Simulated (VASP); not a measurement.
# AlN (P6_3mc) in VASP: notebook

AlN is run at these levels: PBEsol; tasks: single point.

Program: VASP 6.6.1. These are calculated values, not measurements. Logs are shortened: lines on timing, memory, paths and dates and some standing lists are left out, and cuts for length are marked.

**The experiment to reproduce.**

“Structural and optical properties of self-assembled AlN nanowires grown on SiO2/Si substrates by molecular beam epitaxy”, 2024, arxiv:2402.00216 quotes, for a bulk crystal of AlN at 0 K: band gap 6.0343 eV (an exciton energy, a little under the gap).

The results are compared with them further down.

## Step 1: The cell of the first run

The structure is hexagonal, space group P6_3mc (No. 186). The conventional cell has a = 3.113 Å, b = 3.113 Å, c = 4.981 Å, α = 90.00°, β = 90.00°, γ = 120.00°. Within 2.5 Å of Al (site symmetry 3m) lie 4 N at 1.89 Å. N (site symmetry 3m) has 4 Al at 1.89 Å within 2.5 Å.

## Step 2: Single point, PBEsol

File INCAR:

```
PREC = Accurate
ENCUT = 600
EDIFF = 1E-6
ISMEAR = 0
SIGMA = 0.01
LREAL = False
LASPH = True
NELM = 120
ALGO = Normal
ISIF = 2
LWAVE = False
LCHARG = True
GGA = PS
LELF = True
LVHAR = True
NBANDS = 16
GGA_COMPAT = False
```

File KPOINTS:

```
Automatic mesh
0
Gamma
  7 7 4
```

File POSCAR:

```
AlN
1.0
    3.1130000000      0.0000000000      0.0000000000
   -1.5565000000      2.6959370800      0.0000000000
    0.0000000000      0.0000000000      4.9810000000
Al N
2 2
Direct
    0.3333333333      0.6666666667      0.0000000000
    0.6666666667      0.3333333333      0.5000000000
    0.3333333333      0.6666666667      0.3800000000
    0.6666666667      0.3333333333      0.8800000000
```

Potentials or basis: VASP PAW PBE potentials, release 64 (Al, N).

Run with:

```sh
cat potpaw_PBE.64/Al/POTCAR potpaw_PBE.64/N/POTCAR > POTCAR
mpirun -np 1 vasp_std > vasp.out
```

OUTCAR:

```text
PREC = Accurate
   ENCUT = 600
   EDIFF = 1E-6
   ISMEAR = 0
   LREAL = False
   LASPH = True
   NELM = 120
   ISIF = 2
   GGA = PS

 ion  position               nearest neighbor table
   1  0.333  0.667  0.000-   3 1.89   4 1.89   4 1.89   4 1.89   2 3.07   2 3.07   2 3.07   2 3.07
                             2 3.07   2 3.07
   2  0.667  0.333  0.500-   4 1.89   3 1.89   3 1.89   3 1.89   1 3.07   1 3.07   1 3.07   1 3.07
                             1 3.07   1 3.07
   3  0.333  0.667  0.380-   1 1.89   2 1.89   2 1.89   2 1.89
   4  0.667  0.333  0.880-   2 1.89   1 1.89   1 1.89   1 1.89

  LATTYP: Found a hexagonal cell.
 ALAT       =     3.1130000000
 C/A-ratio  =     1.6000642467

  Lattice vectors:

 A1 = (   3.1130000000,   0.0000000000,   0.0000000000)
 A2 = (  -1.5565000000,   2.6959370800,   0.0000000000)
 A3 = (   0.0000000000,   0.0000000000,   4.9810000000)

Analysis of symmetry for initial positions (statically):
=====================================================================
 Subroutine PRICEL returns:
 Original cell was already a primitive cell.

 Routine SETGRP: Setting up the symmetry group for a
 hexagonal supercell.

 Subroutine GETGRP returns: Found 12 space group operations
 (whereof  6 operations were pure point group operations)
 out of a pool of 24 trial point group operations.

The static configuration has the point symmetry C_3v.
 The point group associated with its full space group is C_6v.

Analysis of symmetry for dynamics (positions and initial velocities):
=====================================================================
 Subroutine PRICEL returns:
 Original cell was already a primitive cell.

 Routine SETGRP: Setting up the symmetry group for a
 hexagonal supercell.

 Subroutine GETGRP returns: Found 12 space group operations
 (whereof  6 operations were pure point group operations)
 out of a pool of 24 trial point group operations.

The dynamic configuration has the point symmetry C_3v.
 The point group associated with its full space group is C_6v.

 Subroutine INISYM returns: Found 12 space group operations
 (whereof  6 operations are pure point group operations),
 and found     1 'primitive' translations

----------------------------------------------------------------------------------------

                                     Primitive cell

  volume of cell :      41.8028

  direct lattice vectors                    reciprocal lattice vectors
     3.113000000  0.000000000  0.000000000     0.321233537  0.185464269  0.000000000
    -1.556500000  2.695937080  0.000000000     0.000000000  0.370928538  0.000000000
     0.000000000  0.000000000  4.981000000     0.000000000  0.000000000  0.200762899

  length of vectors
     3.113000000  3.112999998  4.981000000     0.370928538  0.370928538  0.200762899

  position of ions in fractional coordinates (direct lattice)
     0.333333333  0.666666667  0.000000000
     0.666666667  0.333333333  0.500000000
     0.333333333  0.666666667  0.380000000
     0.666666667  0.333333333  0.880000000

  ion indices of the primitive-cell ions
   primitive index   ion index
                 1           1
                 2           2
                 3           3
                 4           4

----------------------------------------------------------------------------------------

 KPOINTS: Automatic mesh

Automatic generation of k-mesh.
 Grid dimensions read from file:
 generate k-points for:    7    7    4

 Generating k-lattice:

  Cartesian coordinates                     Fractional coordinates (reciprocal lattice)
     0.045890505  0.026494896  0.000000000     0.142857143  0.000000000  0.000000000
     0.000000000  0.052989791  0.000000000     0.000000000  0.142857143  0.000000000
     0.000000000  0.000000000  0.050190725     0.000000000  0.000000000  0.250000000

  Length of vectors
     0.052989791  0.052989791  0.050190725

  Shift w.r.t. Gamma in fractional coordinates (k-lattice)
     0.000000000  0.000000000  0.000000000

 Subroutine IBZKPT returns following result:
 ===========================================

 Found     24 irreducible k-points:

 Following reciprocal coordinates:
            Coordinates               Weight
  0.000000  0.000000  0.000000      1.000000
  0.142857  0.000000  0.000000      6.000000
  0.285714  0.000000  0.000000      6.000000
  0.428571  0.000000  0.000000      6.000000
  0.142857  0.142857  0.000000      6.000000
  0.285714  0.142857  0.000000     12.000000
[... 16 lines left out ...]
  0.428571  0.142857  0.500000      6.000000
  0.285714  0.285714  0.500000      6.000000
   k-points           NKPTS =     24   k-points in BZ     NKDIM =     24   number of bands    NBANDS=     16
   number of dos      NEDOS =    301   number of ions     NIONS =      4
   total plane-waves  NPLWV =  31360
   dimension x,y,z NGX =    28 NGY =   28 NGZ =   40
   dimension x,y,z NGXF=    56 NGYF=   56 NGZF=   80
   ions per type =               2   2
   NGX,Y,Z   is equivalent  to a cutoff of  14.95, 14.95, 13.35 a.u.
   NGXF,Y,Z  is equivalent  to a cutoff of  29.91, 29.91, 26.70 a.u.
 SYSTEM =  unknown system
   PREC   = accura    normal or accurate (medium, high low for compatibility)
   ISTART =      0    job   : 0-new  1-cont  2-samecut
   ICHARG =      2    charge: 1-file 2-atom 10-const
   ISPIN  =      1    spin polarized calculation?
   LNONCOLLINEAR =      F non collinear calculations
   LSORBIT =      F    spin-orbit coupling
   LASPH  =      T    aspherical Exc in radial PAW
   ENCUT  =  600.0 eV  44.10 Ry    6.64 a.u.   6.22  6.22  9.95*2*pi/ulx,y,z
   NELM   =    120;   NELMIN=  2; NELMDL= -5     # of ELM steps
   EDIFF  = 0.1E-05   stopping-criterion for ELM
   LREAL  =      F    real-space projection
   EDIFFG = 0.1E-04   stopping-criterion for IOM
   NSW    =      0    number of steps for IOM
   IBRION =     -1    ionic relax: 0-MD 1-quasi-New 2-CG
   NFREE  =      0    steps in history (QN), initial steepest desc. (CG)
   ISIF   =      2    stress and relaxation
   ISYM   =      2    0-nonsym 1-usesym 2-fastsym
   POTIM  = 0.5000    time-step for ionic-motion
   TEBEG  =    0.0;   TEEND  =   0.0 temperature during run
   PSTRESS=    0.0 pullay stress
   NELECT =      16.0000    total number of electrons
   NUPDOWN=      -1.0000    fix difference up-down
   EMIN   =  10.00;   EMAX   =-10.00  energy-range for DOS
   EFERMI =   0.00;   METHOD = LEGACY
   ISMEAR =     0;   SIGMA  =   0.01  broadening in eV -4-tet -1-fermi 0-gaus
   EFERMI_NEDOS =   21; number of points for ismear=-14 and -15
   IALGO  =     38    algorithm
   IMIX   =      4    mixing-type and parameters
     AMIX     =   0.40;   BMIX     =  1.00
     AMIX_MAG =   1.60;   BMIX_MAG =  1.00
  volume/ion in A,a.u.               =      10.45        70.52
  Fermi-wavevector in a.u.,A,eV,Ry     =   1.188629  2.246183 19.222843  1.412839
  Thomas-Fermi vector in A             =   2.324754
   LORBIT       =      0    0 simple, 1 ext, 2 COOP (PROOUT), +10 PAW based schemes
   GGA     = PS    functional components
   LHFCALC =     F    Hartree Fock is set to
   AEXX    =    0.0000 exact exchange contribution
   IVDW    =     0    specifies the selected vdW correction
   LEPSILON=     F    determine dielectric tensor
   LRPA    =     F    only Hartree local field effects (RPA)
 non-spin polarized calculation
 Gauss-broadening in eV      SIGMA  =   0.01
  energy-cutoff  :      600.00
  volume of cell :       41.80
 maximum number of plane-waves:      1412
 NGX is ok and might be reduce to    28
   NGX = 13   NGY = 13   NGZ = 19

 number of electron      16.0000000 magnetization

 Free energy of the ion-electron system (eV)
  ---------------------------------------------------
  ext. energy  EPLUGINS =         0.00000000
  ---------------------------------------------------
  free energy    TOTEN  =       -31.31399314 eV

  energy without entropy =      -31.31399314  energy(sigma->0) =      -31.31399314

 E-fermi :   6.0856     XC(G=0): -11.1040

 val. band max:        6.0301466250   @ k =   0.0000   0.0000   0.0000
 cond. band min:      10.1788351416   @ k =   0.0000   0.0000   0.0000
 fundamental gap:      4.1486885166
 Fermi energy:         6.0856435874

 k-point     1 :       0.0000    0.0000    0.0000
  band No.  band energies     occupation
      1      -9.1074      2.00000
      2      -6.9219      2.00000
      3      -0.0046      2.00000
      4       5.1949      2.00000
      5       5.1949      2.00000
      6       5.8500      2.00000
[... 8 lines left out ...]
     15      19.1043      0.00000
     16      19.1043      0.00000

 k-point     2 :       0.1429    0.0000    0.0000
  band No.  band energies     occupation
      1      -8.8480      2.00000
      2      -6.7790      2.00000
      3       0.3042      2.00000
      4       4.0825      2.00000
      5       4.8203      2.00000
      6       4.8856      2.00000
[... 8 lines left out ...]
     15      18.5798      0.00000
     16      18.8944      0.00000

 k-point     3 :       0.2857    0.0000    0.0000
  band No.  band energies     occupation
      1      -8.1433      2.00000
      2      -6.4739      2.00000
      3       1.1777      2.00000
      4       2.0923      2.00000
      5       3.1880      2.00000
      6       4.3509      2.00000
[... 8 lines left out ...]
     15      18.0459      0.00000
     16      19.7076      0.00000

 k-point     4 :       0.4286    0.0000    0.0000
  band No.  band energies     occupation
      1      -7.3020      2.00000
      2      -6.3676      2.00000
      3       0.7434      2.00000
      4       2.0293      2.00000
      5       2.3624      2.00000
      6       4.0009      2.00000
[... 8 lines left out ...]
     15      18.5644      0.00000
     16      21.2148      0.00000
[... 324 lines left out ...]
 k-point    22 :       0.2857    0.1429    0.5000
  band No.  band energies     occupation
      1      -6.9800      2.00000
      2      -6.9800      2.00000
      3       1.1323      2.00000
      4       1.1323      2.00000
      5       3.7954      2.00000
      6       3.7954      2.00000
[... 8 lines left out ...]
     15      19.1565      0.00000
     16      19.1565      0.00000

 k-point    23 :       0.4286    0.1429    0.5000
  band No.  band energies     occupation
      1      -6.6613      2.00000
      2      -6.6613      2.00000
      3       0.6129      2.00000
      4       0.6129      2.00000
      5       3.5065      2.00000
      6       3.5065      2.00000
[... 8 lines left out ...]
     15      19.6209      0.00000
     16      19.6209      0.00000

 k-point    24 :       0.2857    0.2857    0.5000
  band No.  band energies     occupation
      1      -6.5967      2.00000
      2      -6.5967      2.00000
      3       1.0497      2.00000
      4       1.0497      2.00000
      5       2.5377      2.00000
      6       2.5377      2.00000
[... 8 lines left out ...]
     15      19.4266      0.00000
     16      19.4266      0.00000

------------------------ aborting loop because EDIFF is reached ----------------------------------------

  FORCE on cell =-STRESS in cart. coord.  units (eV):
  Direction    XX          YY          ZZ          XY          YZ          ZX
  --------------------------------------------------------------------------------------
  -------------------------------------------------------------------------------------
  Total       -0.1168491     -0.1168491      0.2714357      0.0000000      0.0000000      0.0000000
  in kB       -4.4784789     -4.4784789     10.4033256      0.0000000      0.0000000      0.0000000
  external PRESSURE =       0.4821226 kB  Pullay stress =       0.0000000 kB

 VOLUME and BASIS-vectors are now :
 -----------------------------------------------------------------------------
  energy-cutoff  :      600.00
  volume of cell :       41.80
      direct lattice vectors                 reciprocal lattice vectors
     3.113000000  0.000000000  0.000000000     0.321233537  0.185464269  0.000000000
    -1.556500000  2.695937080  0.000000000     0.000000000  0.370928538  0.000000000
     0.000000000  0.000000000  4.981000000     0.000000000  0.000000000  0.200762899

 POSITION                                       TOTAL-FORCE (eV/Angst)
 -----------------------------------------------------------------------------------
     -0.00000      1.79729      0.00000        -0.000000     -0.000000     -0.132383
      1.55650      0.89865      2.49050        -0.000000      0.000000     -0.132383
     -0.00000      1.79729      1.89278         0.000000     -0.000000      0.132383
      1.55650      0.89865      4.38328        -0.000000      0.000000      0.132383
 -----------------------------------------------------------------------------------
    total drift:                               -0.000000      0.000000      0.000391

  FREE ENERGIE OF THE ION-ELECTRON SYSTEM (eV)
  ---------------------------------------------------
  free  energy   TOTEN  =       -31.3139931372 eV

  energy  without entropy=      -31.3139931372  energy(sigma->0) =      -31.31399314
```

Wall time 31 s (1 thread of Intel Xeon 8259CL, shared host); peak memory 0.17 GiB.

What came out:

| Item | Value |
| --- | --- |
| Free energy | -31.3140 eV |
| Pressure | 0.0 GPa |
| Largest force | 0.132 eV/Å |
| Band gap on the k mesh | 4.15 eV, direct |

Forces on the atoms (eV/Å):
```
Al   0.000  0.000 -0.132
Al   0.000  0.000 -0.132
N    0.000  0.000  0.132
N    0.000  0.000  0.132
```

Levels at points of the mesh, in eV from the valence-band top:
```tsv
k point	band 6	band 7	band 8	band 9	band 10	band 11
(0.00, 0.00, 0.00)	-0.18	-0.18	0.00	4.15	6.58	10.51
(0.00, 0.00, 0.50)	-0.52	-0.52	-0.52	6.39	6.39	10.23
```

Caveat: the PAW data sets were made with another functional, which shifts forces and pressure a little.

## Step 3: Single point, PBEsol

File INCAR:

```
SYSTEM = AlN
PREC = Accurate
ENCUT = 600
EDIFF = 1E-6
ISMEAR = 0
SIGMA = 0.01
LREAL = .FALSE.
LASPH = .TRUE.
NELM = 120
ALGO = Normal
ISIF = 2
LWAVE = .FALSE.
LCHARG = .TRUE.
GGA = PS
LELF = .TRUE.
LVHAR = .TRUE.
NBANDS = 16
GGA_COMPAT = .FALSE.
```

File KPOINTS:

```
regular mesh
0
G
  7 7 4
  0 0 0
```

POSCAR is that of step 2.

Potentials or basis: VASP PAW PBE potentials, release 64 (Al, N).

Run with:

```sh
cat potpaw_PBE.64/Al/POTCAR potpaw_PBE.64/N/POTCAR > POTCAR
mpirun -np 1 vasp_std > vasp.out
```

Wall time 32 s (1 thread of Intel Xeon 8259CL, shared host); peak memory 0.17 GiB.

It converged, with:

```
Free energy            : -31.3140 eV
Pressure               : 0.0 GPa
Largest force          : 0.132 eV/Å
Band gap on the k mesh : 4.15 eV, direct
```

Forces on the atoms (eV/Å):
```
Al   0.000  0.000 -0.132
Al   0.000  0.000 -0.132
N    0.000  0.000  0.132
N    0.000  0.000  0.132
```

Stress tensor (GPa, compression positive):
```
-0.45  0.00  0.00
 0.00 -0.45  0.00
 0.00  0.00  1.04
```

Levels at points of the mesh, in eV from the valence-band top:
```tsv
k point	band 4	band 5	band 6	band 7	band 8	band 9	band 10	band 11	band 12	band 13
(0.00, 0.00, 0.00)	-0.84	-0.84	-0.18	-0.18	0.00	4.15	6.58	10.51	11.06	11.06
(0.00, 0.00, 0.50)	-3.35	-0.52	-0.52	-0.52	-0.52	6.39	6.39	10.23	10.23	11.38
```

Caveat: the PAW data sets were made with another functional, which shifts forces and pressure a little.

## Step 4: How close it comes

Step 2. A measured gap of AlN is 6.0343 eV (an exciton energy, a little under the gap; 0 K; quoted in “Structural and optical properties of self-assembled AlN nanowires grown on SiO2/Si substrates by molecular beam epitaxy”, 2024, arxiv:2402.00216); the calculated 4.15 eV misses it by -1.89 eV. 2 values of this kind are on record (6.034 to 6.0343 eV); this one was drawn at random. The value is that of PBEsol, without temperature or zero-point motion. Semilocal functionals fall short of measured gaps as a rule.

Step 3. A measured gap of AlN is 6.0343 eV (an exciton energy, a little under the gap; 0 K; quoted in “Structural and optical properties of self-assembled AlN nanowires grown on SiO2/Si substrates by molecular beam epitaxy”, 2024, arxiv:2402.00216); the calculated 4.15 eV misses it by -1.89 eV. 2 values of this kind are on record (6.034 to 6.0343 eV); this one was drawn at random. The value is that of PBEsol, without temperature or zero-point motion. Semilocal functionals fall short of measured gaps as a rule.
